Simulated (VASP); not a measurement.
Input of a VASP 6.6.1 run:

Contents of INCAR:

```
PREC     = Accurate       # precision mode
ENCUT    = 520            # plane-wave cutoff, eV
EDIFF    = 1E-6           # SCF threshold, eV
ISMEAR   = -1             # smearing method
SIGMA    = 0.05           # smearing width, eV
LREAL    = F              # projectors in reciprocal space
LASPH    = T              # aspherical terms in the spheres
NELM     = 60             # most SCF steps
ALGO     = Normal         # electronic algorithm
ISIF     = 2              # what is computed and relaxed
LWAVE    = F              # write WAVECAR
LCHARG   = F              # write CHGCAR
GGA      = RE             # functional
NBANDS   = 16             # bands
```

File KPOINTS:

```
regular mesh
0
Gamma
  10 10 10
```

POSCAR

```
GaN
1.0
    0.0000000000      2.2535006075      2.2535006075
    2.2535006075      0.0000000000      2.2535006075
    2.2535006075      2.2535006075      0.0000000000
Ga N
1 1
Direct
    0.0000000000      0.0000000000      0.0000000000
    0.2500000000      0.2500000000      0.2500000000
```

Potentials or basis: VASP PAW PBE potentials, release 64 (Ga_d, N).

Command:

```console
$ cat potpaw_PBE.64/Ga_d/POTCAR potpaw_PBE.64/N/POTCAR > POTCAR
$ mpirun -np 1 vasp_std > vasp.out
```

Problem. Predict the pressure.

Solution. 7.9 GPa.

Problem. What does it give for the band gap on the k mesh?

Solution. 1.76 eV, direct.

Caveat: the PAW data sets were made with another functional, which shifts forces and pressure a little. A hybrid or GW would open this gap; revPBE tends to underestimate it.
